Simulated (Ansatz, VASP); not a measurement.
**One calculation of K, two programs**

The input INCAR:

```
  ALGO = Normal
  EDIFF = 1E-6
  ENCUT = 520
  GGA = PS
  ISIF = 2
  ISMEAR = -1
  LASPH = T
  LCHARG = F
  LREAL = F
  LWAVE = F
  NBANDS = 10
  NELM = 100
  PREC = Accurate
  SIGMA = 0.05
```

Contents of KPOINTS:

```
k-points
0
Gamma
  12 12 12
```

Contents of POSCAR:

```
K
1.0
   -2.2973447619      2.2973447619      2.2973447619
    2.2973447619     -2.2973447619      2.2973447619
    2.2973447619      2.2973447619     -2.2973447619
K
1
Direct
    0.0000000000      0.0000000000      0.0000000000
```

Input for Ansatz:

```yaml
crystal:
  lattice:
    - [-2.2973447619, 2.2973447619, 2.2973447619]
    - [2.2973447619, -2.2973447619, 2.2973447619]
    - [2.2973447619, 2.2973447619, -2.2973447619]
  atoms:
    - { symbol: K, position: [0.0, 0.0, 0.0] }
kpoints:
  mp_grid: { grid: [12, 12, 12] }
scf:
  occupations: { method: fermi_dirac, width: 0.05 }
hamiltonian:
  xc: pbesol
  pseudopotentials: { kind: paw }
output:
  forces: true
  stress: true
  eigenvalues: true
  populations: true
```

Change from the starting cell: volume scaled by 0.68, PAW files.

Alike in both runs: task single point; functional PBEsol; k mesh 12 × 12 × 12; occupations fermi-dirac, width 0.05 eV; no spin polarisation.

|  | VASP | Ansatz |
| --- | --- | --- |
| version | VASP 6.6.1 | Ansatz 0.2.0 |
| potentials or method | VASP PAW PBE potentials, release 64 (K_sv) | PAW with Ansatz's default frozen-core files, scalar-relativistic |
| plane-wave cutoff (eV) | 520 | 420 |
| valence electrons in the cell | 9 | 9 |

```csv
,VASP,Ansatz,Ansatz less VASP
pressure (GPa),2.9,2.9,+0.01
```

VASP's potentials were made for PBE, not for PBEsol. The functional is the same, so the differences come from potentials, cutoffs and numerics.
